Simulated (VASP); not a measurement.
# Ni in VASP: further runs

Ni is run at these levels: PBE; tasks: single point, relaxation of cell and atoms.

Program: VASP 6.6.1. These are calculated values, not measurements. Logs are shortened: lines on timing, memory, paths and dates and some standing lists are left out, and cuts for length are marked.

### 1 The cell of the first run

Symmetry: I4/mmm, No. 139, tetragonal system. The conventional cell has a = 2.500 Å, b = 2.500 Å, c = 3.448 Å, α = 90.00°, β = 90.00°, γ = 90.00°. Ni (site symmetry 4/mmm) has 12 Ni at 2.47 to 2.50 Å within 3.3 Å.

### 2 Single point, PBE, collinear spin, ferromagnetic start (uniaxial strain along c: -2.0 %)

Input file INCAR:

```
  ALGO = Fast
  EDIFF = 1E-6
  ENCUT = 520
  GGA = PE
  ISIF = 2
  ISMEAR = 0
  ISPIN = 2
  LASPH = True
  LCHARG = False
  LMAXMIX = 4
  LORBIT = 11
  LREAL = False
  LWAVE = False
  MAGMOM = 0.75 0.75
  NBANDS = 21
  NELM = 150
  PREC = Accurate
  SIGMA = 0.1
```

Input file KPOINTS:

```
k-points
0
Gamma
  20 20 14
```

Input file POSCAR:

```
Ni
1.0
    1.7680569522      1.7680569522      0.0000000000
   -1.7680569522      1.7680569522      0.0000000000
    0.0000000000      0.0000000000      3.4481508720
Ni
2
Direct
    0.0000000000      0.0000000000      0.0000000000
    0.5000000000      0.5000000000      0.5000000000
```

Potentials or basis: VASP PAW PBE potentials, release 64 (Ni).

Launch:

```bash
cat potpaw_PBE.64/Ni/POTCAR > POTCAR
mpirun -np 1 vasp_std > vasp.out
```

OUTCAR:

```text
EDIFF = 1E-6
   ENCUT = 520
   GGA = PE
   ISIF = 2
   ISMEAR = 0
   ISPIN = 2
   LASPH = True
   LORBIT = 11
   LREAL = False
   NELM = 150
   PREC = Accurate

 ion  position               nearest neighbor table
   1  0.000  0.000  0.000-   2 2.47   2 2.47   2 2.47   2 2.47   2 2.47   2 2.47   2 2.47   2 2.47

   2  0.500  0.500  0.500-   1 2.47   1 2.47   1 2.47   1 2.47   1 2.47   1 2.47   1 2.47   1 2.47

  LATTYP: Found a simple tetragonal cell.
 ALAT       =     2.5004101208
 C/A-ratio  =     1.3790341205

  Lattice vectors:

 A1 = (   1.7680569522,   1.7680569522,   0.0000000000)
 A2 = (  -1.7680569522,   1.7680569522,   0.0000000000)
 A3 = (   0.0000000000,   0.0000000000,   3.4481508720)

Analysis of symmetry for initial positions (statically):
=====================================================================
 Subroutine PRICEL returns following result:

  LATTYP: Found a body centered tetragonal cell.
 ALAT       =     2.5004101208
 C/A-ratio  =     1.3790341205
[... 12 lines left out ...]
 Subroutine GETGRP returns: Found 16 space group operations
 (whereof 16 operations were pure point group operations)
 out of a pool of 16 trial point group operations.

The static configuration has the point symmetry D_4h.

Analysis of symmetry for dynamics (positions and initial velocities):
=====================================================================
 Subroutine PRICEL returns following result:

  LATTYP: Found a body centered tetragonal cell.
 ALAT       =     2.5004101208
 C/A-ratio  =     1.3790341205
[... 12 lines left out ...]
 Subroutine GETGRP returns: Found 16 space group operations
 (whereof 16 operations were pure point group operations)
 out of a pool of 16 trial point group operations.

The dynamic configuration has the point symmetry D_4h.

Analysis of structural, dynamic, and magnetic symmetry:
=====================================================================
 Subroutine PRICEL returns following result:

  LATTYP: Found a body centered tetragonal cell.
 ALAT       =     2.5004101208
 C/A-ratio  =     1.3790341205
[... 12 lines left out ...]
 Subroutine GETGRP returns: Found 16 space group operations
 (whereof 16 operations were pure point group operations)
 out of a pool of 16 trial point group operations.

The overall configuration has the point symmetry D_4h.

 Subroutine INISYM returns: Found 16 space group operations
 (whereof 16 operations are pure point group operations),
 and found     2 'primitive' translations

----------------------------------------------------------------------------------------

                                     Primitive cell

  volume of cell :      10.7790

  direct lattice vectors                    reciprocal lattice vectors
[... 110 lines left out ...]
   GGA     = PE    functional components
   LHFCALC =     F    Hartree Fock is set to
   AEXX    =    0.0000 exact exchange contribution
   IVDW    =     0    specifies the selected vdW correction
   LEPSILON=     F    determine dielectric tensor
   LRPA    =     F    only Hartree local field effects (RPA)
 spin polarized calculation
 RMM-DIIS sequential band-by-band and
 Gauss-broadening in eV      SIGMA  =   0.10
  energy-cutoff  :      520.00
  volume of cell :       21.56
 maximum number of plane-waves:       604
 NGX is ok and might be reduce to    20

 number of electron      19.9999990 magnetization       1.2499615

 Free energy of the ion-electron system (eV)
  ---------------------------------------------------
  ext. energy  EPLUGINS =         0.00000000
  ---------------------------------------------------
  free energy    TOTEN  =       -10.94525737 eV

  energy without entropy =      -10.92808637  energy(sigma->0) =      -10.93667187

 E-fermi :   9.5102     XC(G=0): -13.3106

 val. band max:        9.5094875099   @ k =   0.3500   0.0500   0.1429
 cond. band min:       9.5104679707   @ k =   0.3500   0.3000   0.2857
 fundamental gap:      0.0009804607
 Fermi energy:         9.5101721119

 spin component 1

 k-point     1 :       0.0000    0.0000    0.0000
  band No.  band energies     occupation
      1       0.4334      1.00000
      2       4.8280      1.00000
      3       5.2503      1.00000
      4       7.0014      1.00000
      5       7.0014      1.00000
      6       7.1533      1.00000
[... 565 lines left out ...]
     20      34.8831      0.00000
     21      38.7565      0.00000

 [... further k-points ...]

 spin component 2

 k-point     1 :       0.0000    0.0000    0.0000
  band No.  band energies     occupation
      1       0.4000      1.00000
      2       5.1677      1.00000
      3       5.8548      1.00000
      4       7.7561      1.00000
      5       7.7561      1.00000
      6       7.9031      1.00000
[... 565 lines left out ...]
     20      34.8449      0.00000
     21      38.8559      0.00000

 [... further k-points ...]

------------------------ aborting loop because EDIFF is reached ----------------------------------------

  FORCE on cell =-STRESS in cart. coord.  units (eV):
  Direction    XX          YY          ZZ          XY          YZ          ZX
  --------------------------------------------------------------------------------------
  -------------------------------------------------------------------------------------
  Total        0.0934427      0.0934427      0.4717083      0.0000000      0.0000000     -0.0000000
  in kB        6.9445969      6.9445969     35.0570496      0.0000000      0.0000000     -0.0000000
  external PRESSURE =      16.3154145 kB  Pullay stress =       0.0000000 kB

 VOLUME and BASIS-vectors are now :
 -----------------------------------------------------------------------------
  energy-cutoff  :      520.00
  volume of cell :       21.56
      direct lattice vectors                 reciprocal lattice vectors
     1.768056952  1.768056952  0.000000000     0.282796320  0.282796320  0.000000000
    -1.768056952  1.768056952  0.000000000    -0.282796320  0.282796320  0.000000000
     0.000000000  0.000000000  3.448150872     0.000000000  0.000000000  0.290010512

 POSITION                                       TOTAL-FORCE (eV/Angst)
 -----------------------------------------------------------------------------------
      0.00000      0.00000      0.00000        -0.000000     -0.000000      0.000000
      0.00000      1.76806      1.72408         0.000000      0.000000     -0.000000
 -----------------------------------------------------------------------------------
    total drift:                               -0.000000      0.000000      0.000000

  FREE ENERGIE OF THE ION-ELECTRON SYSTEM (eV)
  ---------------------------------------------------
  free  energy   TOTEN  =       -10.9452573689 eV

  energy  without entropy=      -10.9280863677  energy(sigma->0) =      -10.93667187

 total charge

# of ion       s       p       d       tot
------------------------------------------
    1        0.502   0.506   8.319   9.327
    2        0.502   0.506   8.319   9.327
--------------------------------------------------
tot          1.003   1.013  16.637  18.653

 magnetization (x)

# of ion       s       p       d       tot
------------------------------------------
    1       -0.006  -0.025   0.667   0.636
    2       -0.006  -0.025   0.667   0.636
--------------------------------------------------
tot         -0.013  -0.049   1.334   1.272
```

Run time: 4.1 min. Hardware: 1 thread of Intel Xeon Platinum 8488C (Sapphire Rapids), shared host; peak memory 0.4 GiB.

What came out:

| Property | Result |
| --- | --- |
| Free energy | -10.9453 eV |
| Pressure | 1.6 GPa |
| Net moment | 1.25 μB per cell |
| Site moments | Ni +0.64 μB |
| Valence electrons inside the program's atomic spheres | Ni 9.33 |

Stress tensor (GPa, compression positive):
```
0.69 0.00 0.00
0.00 0.69 0.00
0.00 0.00 3.51
```

Caveat: the cell differs from its parent crystal (uniaxial strain along c: -2.0 %).

### 3 Relaxation of cell and atoms, PBE, collinear spin, ferromagnetic start, target pressure 20 GPa, at which the enthalpy is minimised

This run uses another cell than the first one: it holds 1 atom, not 2.

Input file INCAR:

```
SYSTEM = Ni
PREC = Accurate
ENCUT = 600
EDIFF = 1E-6
ISMEAR = 0
SIGMA = 0.1
LREAL = .FALSE.
LASPH = .TRUE.
NELM = 150
ALGO = Normal
ISIF = 3
LWAVE = .FALSE.
LCHARG = .FALSE.
ISPIN = 2
MAGMOM = 0.74
LORBIT = 11
LMAXMIX = 4
GGA = PE
IBRION = 2
NSW = 70
EDIFFG = -0.008
PSTRESS = 200.0
```

Input file KPOINTS:

```
Automatic mesh
0
G
  20 20 20
  0 0 0
```

Input file POSCAR:

```
Ni
1.0
    0.0000000000      1.7106976088      1.7106976088
    1.7106976088      0.0000000000      1.7106976088
    1.7106976088      1.7106976088      0.0000000000
Ni
1
Direct
    0.0000000000      0.0000000000      0.0000000000
```

Potentials or basis: VASP PAW PBE potentials, release 64 (Ni).

Launch:

```bash
cat potpaw_PBE.64/Ni/POTCAR > POTCAR
mpirun -np 1 vasp_std > vasp.out
```

OUTCAR:

```text
SYSTEM = Ni
   PREC = Accurate
   ENCUT = 600
   EDIFF = 1E-6
   ISMEAR = 0
   LREAL = .FALSE.
   LASPH = .TRUE.
   NELM = 150
   ISIF = 3
   ISPIN = 2
   LORBIT = 11
   GGA = PE
   IBRION = 2
   NSW = 70
   EDIFFG = -0.008
   PSTRESS = 200.0

 ion  position               nearest neighbor table
   1  0.000  0.000  0.000-

  LATTYP: Found a face centered cubic cell.
 ALAT       =     3.4213952176

  Lattice vectors:

 A1 = (   0.0000000000,   1.7106976088,   1.7106976088)
 A2 = (   1.7106976088,   0.0000000000,   1.7106976088)
 A3 = (   1.7106976088,   1.7106976088,   0.0000000000)

Analysis of symmetry for initial positions (statically):
=====================================================================
 Subroutine PRICEL returns:
 Original cell was already a primitive cell.

 Routine SETGRP: Setting up the symmetry group for a
 face centered cubic supercell.

 Subroutine GETGRP returns: Found 48 space group operations
 (whereof 48 operations were pure point group operations)
 out of a pool of 48 trial point group operations.

The static configuration has the point symmetry O_h .

Analysis of symmetry for dynamics (positions and initial velocities):
=====================================================================
 Subroutine PRICEL returns:
 Original cell was already a primitive cell.

 Routine SETGRP: Setting up the symmetry group for a
 face centered cubic supercell.

 Subroutine GETGRP returns: Found 48 space group operations
 (whereof 48 operations were pure point group operations)
 out of a pool of 48 trial point group operations.

The dynamic configuration has the point symmetry O_h .

Analysis of structural, dynamic, and magnetic symmetry:
=====================================================================
 Subroutine PRICEL returns:
 Original cell was already a primitive cell.

 Routine SETGRP: Setting up the symmetry group for a
 face centered cubic supercell.

 Subroutine GETGRP returns: Found 48 space group operations
 (whereof 48 operations were pure point group operations)
 out of a pool of 48 trial point group operations.

The overall configuration has the point symmetry O_h .

 Subroutine INISYM returns: Found 48 space group operations
 (whereof 48 operations are pure point group operations),
 and found     1 'primitive' translations

----------------------------------------------------------------------------------------

                                     Primitive cell

  volume of cell :      10.0127

  direct lattice vectors                    reciprocal lattice vectors
     0.000000000  1.710697609  1.710697609    -0.292278423  0.292278423  0.292278423
     1.710697609  0.000000000  1.710697609     0.292278423 -0.292278423  0.292278423
     1.710697609  1.710697609  0.000000000     0.292278423  0.292278423 -0.292278423

  length of vectors
     2.419291759  2.419291759  2.419291759     0.506241079  0.506241079  0.506241079

  position of ions in fractional coordinates (direct lattice)
     0.000000000  0.000000000  0.000000000

  ion indices of the primitive-cell ions
   primitive index   ion index
                 1           1

----------------------------------------------------------------------------------------

 KPOINTS: Automatic mesh

Automatic generation of k-mesh.
 Grid dimensions read from file:
 generate k-points for:   20   20   20

 Generating k-lattice:

[... 70 lines left out ...]
   TEBEG  =    0.0;   TEEND  =   0.0 temperature during run
   PSTRESS=  200.0 pullay stress
   NELECT =      10.0000    total number of electrons
   NUPDOWN=      -1.0000    fix difference up-down
   EMIN   =  10.00;   EMAX   =-10.00  energy-range for DOS
   EFERMI =   0.00;   METHOD = LEGACY
   ISMEAR =     0;   SIGMA  =   0.10  broadening in eV -4-tet -1-fermi 0-gaus
   EFERMI_NEDOS =   21; number of points for ismear=-14 and -15
   IALGO  =     38    algorithm
   IMIX   =      4    mixing-type and parameters
     AMIX     =   0.40;   BMIX     =  1.00
     AMIX_MAG =   1.60;   BMIX_MAG =  1.00
  volume/ion in A,a.u.               =      10.01        67.57
  Fermi-wavevector in a.u.,A,eV,Ry     =   1.636408  3.092363 36.434103  2.677831
  Thomas-Fermi vector in A             =   2.727719
   LORBIT       =     11    0 simple, 1 ext, 2 COOP (PROOUT), +10 PAW based schemes
   GGA     = PE    functional components
   LHFCALC =     F    Hartree Fock is set to
   AEXX    =    0.0000 exact exchange contribution
   IVDW    =     0    specifies the selected vdW correction
   LEPSILON=     F    determine dielectric tensor
   LRPA    =     F    only Hartree local field effects (RPA)
 conjugate gradient relaxation of ions
 spin polarized calculation
 Gauss-broadening in eV      SIGMA  =   0.10
  energy-cutoff  :      600.00
  volume of cell :       10.01
 maximum number of plane-waves:       343
   NGX =  9   NGY =  9   NGZ =  9

 number of electron      10.0000000 magnetization       0.7400000

 number of electron       9.9999993 magnetization       0.6160308

 Free energy of the ion-electron system (eV)
  ---------------------------------------------------
  ext. energy  EPLUGINS =         0.00000000
  ---------------------------------------------------
  free energy    TOTEN  =        -5.42407792 eV

  energy without entropy =       -5.41617182  energy(sigma->0) =       -5.42012487

 E-fermi :  10.6051     XC(G=0): -13.7533

 val. band max:       10.6030956709   @ k =   0.4500   0.1500   0.0500
 cond. band min:      10.6054237102   @ k =  -0.2500   0.1000   0.0000
 fundamental gap:      0.0023280393
 Fermi energy:        10.6050652848

 spin component 1

 k-point     1 :       0.0000    0.0000    0.0000
  band No.  band energies     occupation
      1       1.0007      1.00000
      2       7.9512      1.00000
      3       7.9512      1.00000
      4       7.9512      1.00000
      5       9.2700      1.00000
      6       9.2700      1.00000
      7      35.0300      0.00000
      8      39.5498      0.00000
      9      39.5498      0.00000
[... 265 lines left out ...]
 k-point    24 :      -0.3500    0.0500    0.0000
  band No.  band energies     occupation
      1       4.9729      1.00000
      2       8.0366      1.00000
      3       8.0983      1.00000
      4       8.2173      1.00000
      5       9.6534      1.00000
      6      10.0429      1.00000
      7      20.4384      0.00000
      8      33.1937      0.00000
      9      35.8657      0.00000

 [... further k-points ...]

 spin component 2

 k-point     1 :       0.0000    0.0000    0.0000
  band No.  band energies     occupation
      1       0.9737      1.00000
      2       8.6903      1.00000
      3       8.6903      1.00000
      4       8.6903      1.00000
      5       9.8499      1.00000
      6       9.8499      1.00000
      7      34.8849      0.00000
      8      39.5268      0.00000
      9      39.5268      0.00000
[... 265 lines left out ...]
 k-point    24 :      -0.3500    0.0500    0.0000
  band No.  band energies     occupation
      1       5.1982      1.00000
      2       8.5550      1.00000
      3       8.6724      1.00000
      4       8.7184      1.00000
      5      10.3740      0.99946
      6      10.7283      0.04070
      7      20.6965      0.00000
      8      33.1498      0.00000
      9      35.8967      0.00000

 [... further k-points ...]

------------------------ aborting loop because EDIFF is reached ----------------------------------------

  FORCE on cell =-STRESS in cart. coord.  units (eV):
  Direction    XX          YY          ZZ          XY          YZ          ZX
  --------------------------------------------------------------------------------------
  -------------------------------------------------------------------------------------
  Total        1.2556991      1.2556991      1.2556991      0.0000000      0.0000000      0.0000000
  in kB      200.9307656    200.9307656    200.9307656      0.0000000      0.0000000      0.0000000
  external PRESSURE =       0.9307656 kB  Pullay stress =     200.0000000 kB

 VOLUME and BASIS-vectors are now :
 -----------------------------------------------------------------------------
  energy-cutoff  :      600.00
  volume of cell :       10.01
      direct lattice vectors                 reciprocal lattice vectors
     0.000000000  1.710697609  1.710697609    -0.292278423  0.292278423  0.292278423
     1.710697609  0.000000000  1.710697609     0.292278423 -0.292278423  0.292278423
     1.710697609  1.710697609  0.000000000     0.292278423  0.292278423 -0.292278423

 POSITION                                       TOTAL-FORCE (eV/Angst)
 -----------------------------------------------------------------------------------
      0.00000      0.00000      0.00000         0.000000      0.000000      0.000000
 -----------------------------------------------------------------------------------
    total drift:                               -0.000000     -0.000000     -0.000000

  FREE ENERGIE OF THE ION-ELECTRON SYSTEM (eV)
  ---------------------------------------------------
  free  energy   TOTEN  =        -5.4240779197 eV

  energy  without entropy=       -5.4161718244  energy(sigma->0) =       -5.42012487

  enthalpy is  TOTEN    =        -4.1741955161 eV   P V=        1.2498824036

 reached required accuracy - stopping structural energy minimisation

 total charge

# of ion       s       p       d       tot
------------------------------------------
    1        0.536   0.577   8.358   9.471

 magnetization (x)

# of ion       s       p       d       tot
------------------------------------------
    1       -0.006  -0.026   0.653   0.620
```

CONTCAR:

```text
Ni
   1.00000000000000
     0.0000000000000000    1.7106976088000001    1.7106976088000001
     1.7106976088000001    0.0000000000000000    1.7106976088000001
     1.7106976088000001    1.7106976088000001    0.0000000000000000
  Ni
     1
Direct
     0.0000000000000000    0.0000000000000000    0.0000000000000000

  0.00000000E+00  0.00000000E+00  0.00000000E+00
```

Run time: 1.8 min. Hardware: 1 thread of Intel Xeon 8259CL, shared host; peak memory 0.14 GiB.

What came out:

```yaml
Free_energy: -5.4241 eV
Pressure_after_relaxing: 20.1 GPa
Net_moment: 0.62 μB per cell
Site_moments: Ni +0.62 μB
Valence_electrons_inside_the_program's_atomic_spheres: Ni 9.47
```

Final structure:
```cif
data_structure
_symmetry_space_group_name_H-M 'P 1'
_symmetry_Int_Tables_number 1
_cell_length_a 2.4193
_cell_length_b 2.4193
_cell_length_c 2.4193
_cell_angle_alpha 60.000
_cell_angle_beta 60.000
_cell_angle_gamma 60.000
_cell_volume 10.01
loop_
_atom_site_label
_atom_site_type_symbol
_atom_site_fract_x
_atom_site_fract_y
_atom_site_fract_z
_atom_site_occupancy
Ni1 Ni 0.00000 0.00000 0.00000 1
```

Caveat: the cell is relaxed towards a set pressure, so the run minimises the enthalpy, not the energy.

(Part 1 of 2 ends here.)
